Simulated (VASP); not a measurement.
The system is BN.

```xyz
4
Lattice="2.4992 0.0000 0.0000 -1.2496 2.1644 0.0000 0.0000 0.0000 7.0041" Properties=species:S:1:pos:R:3 pbc="T T T"
B     1.2496    0.7215    5.2530
B     0.0000    1.4429    1.7510
N     0.0000    0.0000    5.2530
N     0.0000    0.0000    1.7510
```

Base run:

| Property | Result |
| --- | --- |
| Program | VASP 6.6.1 |
| Functional | PBE |
| Potentials or basis | VASP PAW PBE potentials, release 64 (B, N) |
| Cutoff | 520 eV |
| k mesh | 12 × 12 × 4 |
| Occupations | gaussian, width 0.01 eV |
| Spin | no spin polarisation |

Its results: band gap on the k mesh 3.56 eV, indirect (least direct gap 4.22 eV); pressure 4.4 GPa.

Problem. The run is repeated on the same cell with these changes: k mesh from 12 × 12 × 4 to 9 × 9 × 4. What comes out?

Solution. Band gap on the k mesh 3.66 eV, indirect (least direct gap 4.22 eV); pressure 4.4 GPa.

Caveats: this functional lacks dispersion, which binds the layers, so the pressure and a relaxed spacing across them are unreliable.

A k mesh can miss the band edges.
